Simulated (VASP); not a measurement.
# Cu (Fm-3m) in VASP: notebook

Cu is run at these levels: PBEsol; tasks: single point, relaxation of cell and atoms.

All numbers are computed with VASP 6.6.1; they aren't measurements. Logs are shortened: lines on timing, memory, paths and dates and some standing lists are left out, and cuts for length are marked.

## 1. The cell of the first run

The structure is cubic, space group Fm-3m (No. 225). The conventional cell has a = 3.564 Å, b = 3.564 Å, c = 3.564 Å, α = 90.00°, β = 90.00°, γ = 90.00°. Within 3.3 Å of Cu (site symmetry m-3m) lie 12 Cu at 2.52 Å.

## 2. Single point, PBEsol

INCAR reads:

```
  PREC = Accurate
  ENCUT = 520
  EDIFF = 1E-6
  ISMEAR = -1
  SIGMA = 0.05
  LREAL = F
  LASPH = T
  NELM = 80
  ALGO = Normal
  ISIF = 2
  LWAVE = F
  LCHARG = F
  GGA = PS
  NBANDS = 12
```

KPOINTS reads:

```
Automatic mesh
0
Gamma
  24 24 24
```

POSCAR reads:

```
Cu
1.0
    0.0000000000      1.7818143904      1.7818143904
    1.7818143904      0.0000000000      1.7818143904
    1.7818143904      1.7818143904      0.0000000000
Cu
1
Direct
    0.0000000000      0.0000000000      0.0000000000
```

Potentials or basis: VASP PAW PBE potentials, release 64 (Cu).

Started as:

```console
$ cat potpaw_PBE.64/Cu/POTCAR > POTCAR
$ mpirun -np 1 vasp_std > vasp.out
```

OUTCAR:

```text
PREC = Accurate
   ENCUT = 520
   EDIFF = 1E-6
   ISMEAR = -1
   LREAL = F
   LASPH = T
   NELM = 80
   ISIF = 2
   GGA = PS

 ion  position               nearest neighbor table
   1  0.000  0.000  0.000-

  LATTYP: Found a face centered cubic cell.
 ALAT       =     3.5636287808

  Lattice vectors:

 A1 = (   0.0000000000,   1.7818143904,   1.7818143904)
 A2 = (   1.7818143904,   0.0000000000,   1.7818143904)
 A3 = (   1.7818143904,   1.7818143904,   0.0000000000)

Analysis of symmetry for initial positions (statically):
=====================================================================
 Subroutine PRICEL returns:
 Original cell was already a primitive cell.

 Routine SETGRP: Setting up the symmetry group for a
 face centered cubic supercell.

 Subroutine GETGRP returns: Found 48 space group operations
 (whereof 48 operations were pure point group operations)
 out of a pool of 48 trial point group operations.

The static configuration has the point symmetry O_h .

Analysis of symmetry for dynamics (positions and initial velocities):
=====================================================================
 Subroutine PRICEL returns:
 Original cell was already a primitive cell.

 Routine SETGRP: Setting up the symmetry group for a
 face centered cubic supercell.

 Subroutine GETGRP returns: Found 48 space group operations
 (whereof 48 operations were pure point group operations)
 out of a pool of 48 trial point group operations.

The dynamic configuration has the point symmetry O_h .

 Subroutine INISYM returns: Found 48 space group operations
 (whereof 48 operations are pure point group operations),
 and found     1 'primitive' translations

----------------------------------------------------------------------------------------

                                     Primitive cell

  volume of cell :      11.3140

  direct lattice vectors                    reciprocal lattice vectors
     0.000000000  1.781814390  1.781814390    -0.280612842  0.280612842  0.280612842
     1.781814390  0.000000000  1.781814390     0.280612842 -0.280612842  0.280612842
     1.781814390  1.781814390  0.000000000     0.280612842  0.280612842 -0.280612842

  length of vectors
     2.519866077  2.519866077  2.519866077     0.486035700  0.486035700  0.486035700

  position of ions in fractional coordinates (direct lattice)
     0.000000000  0.000000000  0.000000000

  ion indices of the primitive-cell ions
   primitive index   ion index
                 1           1

----------------------------------------------------------------------------------------

 KPOINTS: Automatic mesh

Automatic generation of k-mesh.
 Grid dimensions read from file:
 generate k-points for:   24   24   24

 Generating k-lattice:

  Cartesian coordinates                     Fractional coordinates (reciprocal lattice)
    -0.011692202  0.011692202  0.011692202     0.041666667  0.000000000  0.000000000
     0.011692202 -0.011692202  0.011692202     0.000000000  0.041666667  0.000000000
     0.011692202  0.011692202 -0.011692202     0.000000000  0.000000000  0.041666667

  Length of vectors
     0.020251487  0.020251487  0.020251487

  Shift w.r.t. Gamma in fractional coordinates (k-lattice)
     0.000000000  0.000000000  0.000000000

 Subroutine IBZKPT returns following result:
 ===========================================

 Found    413 irreducible k-points:

 Following reciprocal coordinates:
            Coordinates               Weight
  0.000000  0.000000  0.000000      1.000000
  0.041667  0.000000  0.000000      8.000000
  0.083333  0.000000  0.000000      8.000000
  0.125000  0.000000  0.000000      8.000000
  0.166667  0.000000  0.000000      8.000000
  0.208333  0.000000  0.000000      8.000000
[... 16 lines left out ...]
  0.416667  0.041667  0.000000     24.000000
  0.458333  0.041667  0.000000     24.000000
 [... further k-points ...]
   k-points           NKPTS =    413   k-points in BZ     NKDIM =    413   number of bands    NBANDS=     12
   number of dos      NEDOS =    301   number of ions     NIONS =      1
   total plane-waves  NPLWV =   8000
   dimension x,y,z NGX =    20 NGY =   20 NGZ =   20
   dimension x,y,z NGXF=    40 NGYF=   40 NGZF=   40
   ions per type =               1
   NGX,Y,Z   is equivalent  to a cutoff of  13.19, 13.19, 13.19 a.u.
   NGXF,Y,Z  is equivalent  to a cutoff of  26.39, 26.39, 26.39 a.u.
 SYSTEM =  unknown system
   PREC   = accura    normal or accurate (medium, high low for compatibility)
   ISTART =      0    job   : 0-new  1-cont  2-samecut
   ICHARG =      2    charge: 1-file 2-atom 10-const
   ISPIN  =      1    spin polarized calculation?
   LNONCOLLINEAR =      F non collinear calculations
   LSORBIT =      F    spin-orbit coupling
   LASPH  =      T    aspherical Exc in radial PAW
   ENCUT  =  520.0 eV  38.22 Ry    6.18 a.u.   4.69  4.69  4.69*2*pi/ulx,y,z
   NELM   =     80;   NELMIN=  2; NELMDL= -5     # of ELM steps
   EDIFF  = 0.1E-05   stopping-criterion for ELM
   LREAL  =      F    real-space projection
   EDIFFG = 0.1E-04   stopping-criterion for IOM
   NSW    =      0    number of steps for IOM
   IBRION =     -1    ionic relax: 0-MD 1-quasi-New 2-CG
   NFREE  =      0    steps in history (QN), initial steepest desc. (CG)
   ISIF   =      2    stress and relaxation
   ISYM   =      2    0-nonsym 1-usesym 2-fastsym
   POTIM  = 0.5000    time-step for ionic-motion
   TEBEG  =    0.0;   TEEND  =   0.0 temperature during run
   PSTRESS=    0.0 pullay stress
   NELECT =      11.0000    total number of electrons
   NUPDOWN=      -1.0000    fix difference up-down
   EMIN   =  10.00;   EMAX   =-10.00  energy-range for DOS
   EFERMI =   0.00;   METHOD = LEGACY
   ISMEAR =    -1;   SIGMA  =   0.05  broadening in eV -4-tet -1-fermi 0-gaus
   EFERMI_NEDOS =   21; number of points for ismear=-14 and -15
   IALGO  =     38    algorithm
   IMIX   =      4    mixing-type and parameters
     AMIX     =   0.40;   BMIX     =  1.00
     AMIX_MAG =   1.60;   BMIX_MAG =  1.00
  volume/ion in A,a.u.               =      11.31        76.35
  Fermi-wavevector in a.u.,A,eV,Ry     =   1.621810  3.064776 35.786957  2.630267
  Thomas-Fermi vector in A             =   2.715525
   LORBIT       =      0    0 simple, 1 ext, 2 COOP (PROOUT), +10 PAW based schemes
   GGA     = PS    functional components
   LHFCALC =     F    Hartree Fock is set to
   AEXX    =    0.0000 exact exchange contribution
   IVDW    =     0    specifies the selected vdW correction
   LEPSILON=     F    determine dielectric tensor
   LRPA    =     F    only Hartree local field effects (RPA)
 non-spin polarized calculation
  energy-cutoff  :      520.00
  volume of cell :       11.31
 maximum number of plane-waves:       319
   NGX =  9   NGY =  9   NGZ =  9

 number of electron      11.0000013 magnetization

 Free energy of the ion-electron system (eV)
  ---------------------------------------------------
  ext. energy  EPLUGINS =         0.00000000
  ---------------------------------------------------
  free energy    TOTEN  =        -4.31036942 eV

  energy without entropy =       -4.30827720  energy(sigma->0) =       -4.30932331

 E-fermi :   7.9536     XC(G=0): -13.1602

 val. band max:        7.9355221167   @ k =   0.5000   0.1667   0.0417
 cond. band min:       8.0089173314   @ k =  -0.4167   0.1250   0.0417
 fundamental gap:      0.0733952147
 Fermi energy:         7.9536380148

 k-point     1 :       0.0000    0.0000    0.0000
  band No.  band energies     occupation
      1      -1.7791      2.00000
      2       4.7827      2.00000
      3       4.7827      2.00000
      4       4.7827      2.00000
      5       5.6721      2.00000
      6       5.6721      2.00000
      7      30.8687      0.00000
      8      33.8188      0.00000
      9      33.8188      0.00000
     10      33.8188      0.00000
     11      36.3376      0.00000
     12      36.3376      0.00000

 k-point     2 :       0.0417    0.0000    0.0000
  band No.  band energies     occupation
      1      -1.7137      2.00000
      2       4.7679      2.00000
      3       4.7958      2.00000
      4       4.7958      2.00000
      5       5.6666      2.00000
      6       5.6666      2.00000
      7      30.5774      0.00000
      8      32.7740      0.00000
      9      33.5934      0.00000
     10      33.5934      0.00000
     11      36.6531      0.00000
     12      36.6531      0.00000

 k-point     3 :       0.0833    0.0000    0.0000
  band No.  band energies     occupation
      1      -1.5188      2.00000
      2       4.7259      2.00000
      3       4.8321      2.00000
      4       4.8321      2.00000
      5       5.6531      2.00000
      6       5.6531      2.00000
      7      29.2516      0.00000
      8      31.8846      0.00000
      9      33.1166      0.00000
     10      33.1166      0.00000
     11      37.3847      0.00000
     12      37.3847      0.00000
[... 286 lines left out ...]
 k-point    23 :       0.4167    0.0417    0.0000
  band No.  band energies     occupation
      1       2.3979      2.00000
      2       4.7694      2.00000
      3       4.8210      2.00000
      4       5.3927      2.00000
      5       6.2113      2.00000
      6       6.3511      2.00000
      7      14.0444      0.00000
      8      29.2190      0.00000
      9      29.6243      0.00000
     10      30.8812      0.00000
     11      34.3130      0.00000
     12      35.2513      0.00000

 k-point    24 :       0.4583    0.0417    0.0000
  band No.  band energies     occupation
      1       2.5717      2.00000
      2       4.7385      2.00000
      3       4.7889      2.00000
      4       5.7933      2.00000
      5       6.2651      2.00000
      6       6.7364      2.00000
      7      12.7248      0.00000
      8      29.0305      0.00000
      9      29.7756      0.00000
     10      30.4269      0.00000
     11      34.2967      0.00000
     12      34.6874      0.00000

 [... further k-points ...]
[... 5 lines left out ...]
  --------------------------------------------------------------------------------------
  -------------------------------------------------------------------------------------
  Total        0.0524887      0.0524887      0.0524887      0.0000000     -0.0000000     -0.0000000
  in kB        7.4329181      7.4329181      7.4329181      0.0000000     -0.0000000     -0.0000000
  external PRESSURE =       7.4329181 kB  Pullay stress =       0.0000000 kB

 VOLUME and BASIS-vectors are now :
 -----------------------------------------------------------------------------
  energy-cutoff  :      520.00
  volume of cell :       11.31
      direct lattice vectors                 reciprocal lattice vectors
     0.000000000  1.781814390  1.781814390    -0.280612842  0.280612842  0.280612842
     1.781814390  0.000000000  1.781814390     0.280612842 -0.280612842  0.280612842
     1.781814390  1.781814390  0.000000000     0.280612842  0.280612842 -0.280612842

 POSITION                                       TOTAL-FORCE (eV/Angst)
 -----------------------------------------------------------------------------------
      0.00000      0.00000      0.00000         0.000000     -0.000000     -0.000000
 -----------------------------------------------------------------------------------
    total drift:                               -0.000000     -0.000000     -0.000000

  FREE ENERGIE OF THE ION-ELECTRON SYSTEM (eV)
  ---------------------------------------------------
  free  energy   TOTEN  =        -4.3103694155 eV

  energy  without entropy=       -4.3082772019  energy(sigma->0) =       -4.30932331
```

Wall time 27 s (1 thread of AMD EPYC 9R45 (Zen 5), shared host); peak memory 0.14 GiB.

Results:

```
Free energy : -4.3104 eV
Pressure    : 0.7 GPa
```

Caveat: the PAW data sets were made with another functional, which shifts forces and pressure a little.

[end of part 1 of 2]
